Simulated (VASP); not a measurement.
# CdAg (Pm-3m) in VASP: single point with LDA

Aim: the single point of CdAg with LDA.

Everything below comes from runs of VASP 6.6.1. Logs are shortened: lines on timing, memory, paths and dates and some standing lists are left out, and cuts for length are marked.

## (1) The cell of the first run

It takes space group Pm-3m (No. 221, cubic). The conventional cell has a = 3.330 Å, b = 3.330 Å, c = 3.330 Å, α = 90.00°, β = 90.00°, γ = 90.00°. Within 3.8 Å of Cd (site symmetry m-3m) lie 8 Ag at 2.88 Å and 6 Cd at 3.33 Å. Within 3.8 Å of Ag (site symmetry m-3m) lie 8 Cd at 2.88 Å and 6 Ag at 3.33 Å.

## (2) Single point, LDA

Input file INCAR:

```
PREC     = Accurate       # precision mode
ENCUT    = 500            # plane-wave cutoff, eV
EDIFF    = 1E-6           # SCF threshold, eV
ISMEAR   = -1             # smearing method
SIGMA    = 0.0272         # smearing width, eV
LREAL    = False          # projectors in reciprocal space
LASPH    = True           # aspherical terms in the spheres
NELM     = 120            # most SCF steps
ALGO     = Normal         # electronic algorithm
ISIF     = 2              # what is computed and relaxed
LWAVE    = False          # write WAVECAR
LCHARG   = False          # write CHGCAR
NBANDS   = 18             # bands
GGA_COMPAT= False
```

Input file KPOINTS:

```
regular mesh
0
Gamma
  8 8 8
```

Input file POSCAR:

```
CdAg
1.0
    3.3300000000      0.0000000000      0.0000000000
    0.0000000000      3.3300000000      0.0000000000
    0.0000000000      0.0000000000      3.3300000000
Cd Ag
1 1
Direct
    0.5000000000      0.5000000000      0.5000000000
    0.0000000000      0.0000000000      0.0000000000
```

Potentials or basis: VASP PAW LDA potentials, release 64 (Cd, Ag).

Run with:

```
$ cat potpaw_LDA.64/Cd/POTCAR potpaw_LDA.64/Ag/POTCAR > POTCAR
$ mpirun -np 1 vasp_std > vasp.out
```

OUTCAR:

```text
PREC = Accurate
   ENCUT = 500
   EDIFF = 1E-6
   ISMEAR = -1
   LREAL = False
   LASPH = True
   NELM = 120
   ISIF = 2

 ion  position               nearest neighbor table
   1  0.500  0.500  0.500-   2 2.88   2 2.88   2 2.88   2 2.88   2 2.88   2 2.88   2 2.88   2 2.88

   2  0.000  0.000  0.000-   1 2.88   1 2.88   1 2.88   1 2.88   1 2.88   1 2.88   1 2.88   1 2.88

  LATTYP: Found a simple cubic cell.
 ALAT       =     3.3300000000

  Lattice vectors:

 A1 = (   3.3300000000,   0.0000000000,   0.0000000000)
 A2 = (   0.0000000000,   3.3300000000,   0.0000000000)
 A3 = (   0.0000000000,   0.0000000000,   3.3300000000)

Analysis of symmetry for initial positions (statically):
=====================================================================
 Subroutine PRICEL returns:
 Original cell was already a primitive cell.

 Routine SETGRP: Setting up the symmetry group for a
 simple cubic supercell.

 Subroutine GETGRP returns: Found 48 space group operations
 (whereof 48 operations were pure point group operations)
 out of a pool of 48 trial point group operations.

The static configuration has the point symmetry O_h .

Analysis of symmetry for dynamics (positions and initial velocities):
=====================================================================
 Subroutine PRICEL returns:
 Original cell was already a primitive cell.

 Routine SETGRP: Setting up the symmetry group for a
 simple cubic supercell.

 Subroutine GETGRP returns: Found 48 space group operations
 (whereof 48 operations were pure point group operations)
 out of a pool of 48 trial point group operations.

The dynamic configuration has the point symmetry O_h .

 Subroutine INISYM returns: Found 48 space group operations
 (whereof 48 operations are pure point group operations),
 and found     1 'primitive' translations

----------------------------------------------------------------------------------------

                                     Primitive cell

  volume of cell :      36.9260

  direct lattice vectors                    reciprocal lattice vectors
     3.330000000  0.000000000  0.000000000     0.300300300  0.000000000  0.000000000
     0.000000000  3.330000000  0.000000000     0.000000000  0.300300300  0.000000000
     0.000000000  0.000000000  3.330000000     0.000000000  0.000000000  0.300300300

  length of vectors
     3.330000000  3.330000000  3.330000000     0.300300300  0.300300300  0.300300300

  position of ions in fractional coordinates (direct lattice)
     0.500000000  0.500000000  0.500000000
     0.000000000  0.000000000  0.000000000

  ion indices of the primitive-cell ions
   primitive index   ion index
                 1           1
                 2           2

----------------------------------------------------------------------------------------

 KPOINTS: regular mesh

Automatic generation of k-mesh.
 Grid dimensions read from file:
 generate k-points for:    8    8    8

 Generating k-lattice:

  Cartesian coordinates                     Fractional coordinates (reciprocal lattice)
     0.037537538  0.000000000  0.000000000     0.125000000  0.000000000  0.000000000
     0.000000000  0.037537538  0.000000000     0.000000000  0.125000000  0.000000000
     0.000000000  0.000000000  0.037537538     0.000000000  0.000000000  0.125000000

  Length of vectors
     0.037537538  0.037537538  0.037537538

  Shift w.r.t. Gamma in fractional coordinates (k-lattice)
     0.000000000  0.000000000  0.000000000

 Subroutine IBZKPT returns following result:
 ===========================================

 Found     35 irreducible k-points:

 Following reciprocal coordinates:
            Coordinates               Weight
  0.000000  0.000000  0.000000      1.000000
  0.125000  0.000000  0.000000      6.000000
  0.250000  0.000000  0.000000      6.000000
  0.375000  0.000000  0.000000      6.000000
  0.500000  0.000000  0.000000      3.000000
  0.125000  0.125000  0.000000     12.000000
[... 16 lines left out ...]
  0.375000  0.375000  0.125000     24.000000
  0.500000  0.375000  0.125000     24.000000
 [... further k-points ...]
   k-points           NKPTS =     35   k-points in BZ     NKDIM =     35   number of bands    NBANDS=     18
   number of dos      NEDOS =    301   number of ions     NIONS =      2
   total plane-waves  NPLWV =  13824
   dimension x,y,z NGX =    24 NGY =   24 NGZ =   24
   dimension x,y,z NGXF=    48 NGYF=   48 NGZF=   48
   ions per type =               1   1
   NGX,Y,Z   is equivalent  to a cutoff of  11.98, 11.98, 11.98 a.u.
   NGXF,Y,Z  is equivalent  to a cutoff of  23.96, 23.96, 23.96 a.u.
 SYSTEM =  unknown system
   PREC   = accura    normal or accurate (medium, high low for compatibility)
   ISTART =      0    job   : 0-new  1-cont  2-samecut
   ICHARG =      2    charge: 1-file 2-atom 10-const
   ISPIN  =      1    spin polarized calculation?
   LNONCOLLINEAR =      F non collinear calculations
   LSORBIT =      F    spin-orbit coupling
   LASPH  =      T    aspherical Exc in radial PAW
   ENCUT  =  500.0 eV  36.75 Ry    6.06 a.u.   6.07  6.07  6.07*2*pi/ulx,y,z
   NELM   =    120;   NELMIN=  2; NELMDL= -5     # of ELM steps
   EDIFF  = 0.1E-05   stopping-criterion for ELM
   LREAL  =      F    real-space projection
   EDIFFG = 0.1E-04   stopping-criterion for IOM
   NSW    =      0    number of steps for IOM
   IBRION =     -1    ionic relax: 0-MD 1-quasi-New 2-CG
   NFREE  =      0    steps in history (QN), initial steepest desc. (CG)
   ISIF   =      2    stress and relaxation
   ISYM   =      2    0-nonsym 1-usesym 2-fastsym
   POTIM  = 0.5000    time-step for ionic-motion
   TEBEG  =    0.0;   TEEND  =   0.0 temperature during run
   PSTRESS=    0.0 pullay stress
   NELECT =      23.0000    total number of electrons
   NUPDOWN=      -1.0000    fix difference up-down
   EMIN   =  10.00;   EMAX   =-10.00  energy-range for DOS
   EFERMI =   0.00;   METHOD = LEGACY
   ISMEAR =    -1;   SIGMA  =   0.03  broadening in eV -4-tet -1-fermi 0-gaus
   EFERMI_NEDOS =   21; number of points for ismear=-14 and -15
   IALGO  =     38    algorithm
   IMIX   =      4    mixing-type and parameters
     AMIX     =   0.40;   BMIX     =  1.00
     AMIX_MAG =   1.60;   BMIX_MAG =  1.00
  volume/ion in A,a.u.               =      18.46       124.59
  Fermi-wavevector in a.u.,A,eV,Ry     =   1.398105  2.642036 26.595286  1.954698
  Thomas-Fermi vector in A             =   2.521296
   LORBIT       =      0    0 simple, 1 ext, 2 COOP (PROOUT), +10 PAW based schemes
   GGA     = CA    functional components
   LHFCALC =     F    Hartree Fock is set to
   AEXX    =    0.0000 exact exchange contribution
   IVDW    =     0    specifies the selected vdW correction
   LEPSILON=     F    determine dielectric tensor
   LRPA    =     F    only Hartree local field effects (RPA)
 non-spin polarized calculation
  energy-cutoff  :      500.00
  volume of cell :       36.93
 maximum number of plane-waves:       968
   NGX = 13   NGY = 13   NGZ = 13

 number of electron      23.0000011 magnetization

 Free energy of the ion-electron system (eV)
  ---------------------------------------------------
  ext. energy  EPLUGINS =         0.00000000
  ---------------------------------------------------
  free energy    TOTEN  =        -5.43985768 eV

  energy without entropy =       -5.43931326  energy(sigma->0) =       -5.43958547

 E-fermi :   5.2983     XC(G=0): -12.1893

 val. band max:        5.1912512724   @ k =   0.3750   0.2500   0.1250
 cond. band min:       5.5819472727   @ k =   0.3750   0.3750   0.1250
 fundamental gap:      0.3906960003
 Fermi energy:         5.2982778179

 k-point     1 :       0.0000    0.0000    0.0000
  band No.  band energies     occupation
      1      -3.7880      2.00000
      2      -3.7880      2.00000
      3      -3.2386      2.00000
      4      -3.0786      2.00000
      5      -3.0786      2.00000
      6      -3.0786      2.00000
[... 10 lines left out ...]
     17      16.5169      0.00000
     18      22.5615      0.00000

 k-point     2 :       0.1250    0.0000    0.0000
  band No.  band energies     occupation
      1      -3.7558      2.00000
      2      -3.7097      2.00000
      3      -3.0978      2.00000
      4      -3.0978      2.00000
      5      -3.0603      2.00000
      6      -2.9945      2.00000
[... 10 lines left out ...]
     17      18.0247      0.00000
     18      21.6836      0.00000

 k-point     3 :       0.2500    0.0000    0.0000
  band No.  band energies     occupation
      1      -3.6753      2.00000
      2      -3.5329      2.00000
      3      -3.1437      2.00000
      4      -3.1437      2.00000
      5      -3.0153      2.00000
      6      -2.2663      2.00000
[... 10 lines left out ...]
     17      20.2712      0.00000
     18      20.9027      0.00000

 k-point     4 :       0.3750    0.0000    0.0000
  band No.  band energies     occupation
      1      -3.5909      2.00000
      2      -3.3617      2.00000
      3      -3.1890      2.00000
      4      -3.1890      2.00000
      5      -2.9690      2.00000
      6      -1.1723      2.00000
[... 10 lines left out ...]
     17      18.4833      0.00000
     18      18.4833      0.00000

 k-point     5 :       0.5000    0.0000    0.0000
  band No.  band energies     occupation
      1      -3.5547      2.00000
      2      -3.2910      2.00000
      3      -3.2077      2.00000
      4      -3.2077      2.00000
      5      -2.9494      2.00000
      6      -0.4074      2.00000
[... 10 lines left out ...]
     17      16.9620      0.00000
     18      17.0963      0.00000

 k-point     6 :       0.1250    0.1250    0.0000
  band No.  band energies     occupation
      1      -3.7072      2.00000
      2      -3.6471      2.00000
      3      -3.1693      2.00000
      4      -3.1236      2.00000
      5      -3.0487      2.00000
      6      -2.7111      2.00000
[... 10 lines left out ...]
     17      18.1336      0.00000
     18      20.2625      0.00000

 k-point     7 :       0.2500    0.1250    0.0000
  band No.  band energies     occupation
      1      -3.6306      2.00000
      2      -3.4697      2.00000
      3      -3.2420      2.00000
      4      -3.1729      2.00000
      5      -3.0343      2.00000
      6      -1.9899      2.00000
[... 10 lines left out ...]
     17      18.4880      0.00000
     18      20.4447      0.00000

 k-point     8 :       0.3750    0.1250    0.0000
  band No.  band energies     occupation
      1      -3.5565      2.00000
      2      -3.3156      2.00000
      3      -3.2856      2.00000
      4      -3.2179      2.00000
      5      -3.0256      2.00000
      6      -0.9334      2.00000
[... 10 lines left out ...]
     17      18.6116      0.00000
     18      18.7098      0.00000
[... 229 lines left out ...]
     17      19.5089      0.00000
     18      19.9182      0.00000

 k-point    20 :       0.2500    0.2500    0.1250
  band No.  band energies     occupation
      1      -3.4754      2.00000
      2      -3.3885      2.00000
      3      -3.2813      2.00000
      4      -3.2499      2.00000
      5      -3.1753      2.00000
      6      -1.1898      2.00000
[... 10 lines left out ...]
     17      18.5227      0.00000
     18      18.7690      0.00000

 k-point    21 :       0.3750    0.2500    0.1250
  band No.  band energies     occupation
      1      -3.5256      2.00000
      2      -3.4300      2.00000
      3      -3.3189      2.00000
      4      -3.2175      2.00000
      5      -3.0818      2.00000
      6      -0.4914      2.00000
[... 10 lines left out ...]
     17      18.7021      0.00000
     18      19.2435      0.00000

 k-point    22 :       0.5000    0.2500    0.1250
  band No.  band energies     occupation
      1      -3.5779      2.00000
      2      -3.4141      2.00000
      3      -3.3438      2.00000
      4      -3.2338      2.00000
      5      -3.0077      2.00000
      6      -0.1482      2.00000
[... 10 lines left out ...]
     17      18.7922      0.00000
     18      19.6194      0.00000

 k-point    23 :       0.3750    0.3750    0.1250
  band No.  band energies     occupation
      1      -3.6847      2.00000
      2      -3.4195      2.00000
      3      -3.3746      2.00000
      4      -3.3265      2.00000
      5      -2.8646      2.00000
      6      -0.3389      2.00000
[... 10 lines left out ...]
     17      16.8676      0.00000
     18      18.6753      0.00000

 k-point    24 :       0.5000    0.3750    0.1250
  band No.  band energies     occupation
      1      -3.7471      2.00000
      2      -3.4212      2.00000
      3      -3.3982      2.00000
      4      -3.3669      2.00000
      5      -2.7755      2.00000
      6      -0.3019      2.00000
[... 10 lines left out ...]
     17      17.3827      0.00000
     18      18.1307      0.00000

 [... further k-points ...]

------------------------ aborting loop because EDIFF is reached ----------------------------------------

  FORCE on cell =-STRESS in cart. coord.  units (eV):
  Direction    XX          YY          ZZ          XY          YZ          ZX
  --------------------------------------------------------------------------------------
  -------------------------------------------------------------------------------------
  Total       -1.1377636     -1.1377636     -1.1377636     -0.0000000     -0.0000000     -0.0000000
  in kB      -49.3662245    -49.3662245    -49.3662245     -0.0000000     -0.0000000     -0.0000000
  external PRESSURE =     -49.3662245 kB  Pullay stress =       0.0000000 kB

 VOLUME and BASIS-vectors are now :
 -----------------------------------------------------------------------------
  energy-cutoff  :      500.00
  volume of cell :       36.93
      direct lattice vectors                 reciprocal lattice vectors
     3.330000000  0.000000000  0.000000000     0.300300300  0.000000000  0.000000000
     0.000000000  3.330000000  0.000000000     0.000000000  0.300300300  0.000000000
     0.000000000  0.000000000  3.330000000     0.000000000  0.000000000  0.300300300

 POSITION                                       TOTAL-FORCE (eV/Angst)
 -----------------------------------------------------------------------------------
      1.66500      1.66500      1.66500         0.000000      0.000000      0.000000
      0.00000      0.00000      0.00000         0.000000      0.000000      0.000000
 -----------------------------------------------------------------------------------
    total drift:                                0.000000      0.000000     -0.000000

  FREE ENERGIE OF THE ION-ELECTRON SYSTEM (eV)
  ---------------------------------------------------
  free  energy   TOTEN  =        -5.4398576770 eV

  energy  without entropy=       -5.4393132633  energy(sigma->0) =       -5.43958547
```

It took 17 s on 1 thread of Intel Xeon 8259CL, shared host; peak memory 0.14 GiB.

What came out:

| Property | Result |
| --- | --- |
| Free energy | -5.4399 eV |
| Pressure | -4.9 GPa |
